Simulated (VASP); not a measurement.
# Al8H: single point with PBE

Al8H, a slab with vacuum:

```xyz
18
Lattice="5.7135 0.0000 0.0000 0.0000 8.0801 0.0000 0.0000 0.0000 22.2433" Properties=species:S:1:pos:R:3 pbc="T T T"
Al    1.4284    2.0200    4.0000
Al    1.4284    6.0601    4.0000
Al    4.2851    2.0200    4.0000
Al    4.2851    6.0601    4.0000
Al    0.0000    0.0000    5.4284
Al    0.0000    4.0401    5.4284
Al    2.8568    0.0000    5.4284
Al    2.8568    4.0401    5.4284
Al    1.4284    2.0200    6.9012
Al    1.4284    6.0601    6.9012
Al    4.2851    2.0200    6.9012
Al    4.2851    6.0601    6.9012
Al    0.0000    0.0000    8.2433
Al    0.0000    4.0401    8.2433
Al    2.8568    0.0000    8.2433
Al    2.8568    4.0401    8.2433
H     1.4284    1.2725    9.3333
H     1.4284    2.7675    9.3333
```

| Item | Value |
| --- | --- |
| Program | VASP 6.6.1 |
| Task | single point |
| Functional | PBE |
| Potentials or basis | VASP PAW PBE potentials, release 64 (Al, H) |
| Cutoff | 520 eV |
| k mesh | 5 × 4 × 1 |
| Occupations | gaussian, width 0.1 eV |
| Spin | no spin polarisation |

The largest force is 0.492 eV/Å. The band gap on the k mesh is zero (bands 25 and 26 overlap by 0.65 eV).

Forces in eV/Å, atoms in the order of the input:
```
Al   0.000  0.000  0.205
Al   0.000  0.000  0.215
Al   0.000  0.000  0.249
Al   0.000  0.000  0.227
Al  -0.138  0.013 -0.259
Al  -0.138 -0.013 -0.259
Al   0.138  0.013 -0.259
Al   0.138 -0.013 -0.259
Al   0.000  0.000 -0.281
Al   0.000  0.000  0.363
Al   0.000  0.000  0.102
Al   0.000  0.000 -0.124
Al   0.034  0.168  0.262
Al   0.034 -0.168  0.262
Al  -0.034  0.168  0.262
Al  -0.034 -0.168  0.262
H    0.000  0.094 -0.483
H    0.000 -0.094 -0.483
```

Levels at points of the mesh, in eV from the Fermi level:
```csv
k point,band 23,band 24,band 25,band 26,band 27,band 28
"(0.00, 0.00, 0.00)",-0.76,-0.63,-0.40,-0.21,-0.07,0.28
"(0.00, 0.50, 0.00)",-0.92,-0.87,-0.51,-0.10,0.15,0.22
```

Wall time 15 min on 1 thread of Intel(R) Xeon(R) Platinum 8375C CPU @ 2.90GHz (Ice Lake), on a shared host, peak memory 0.88 GiB.
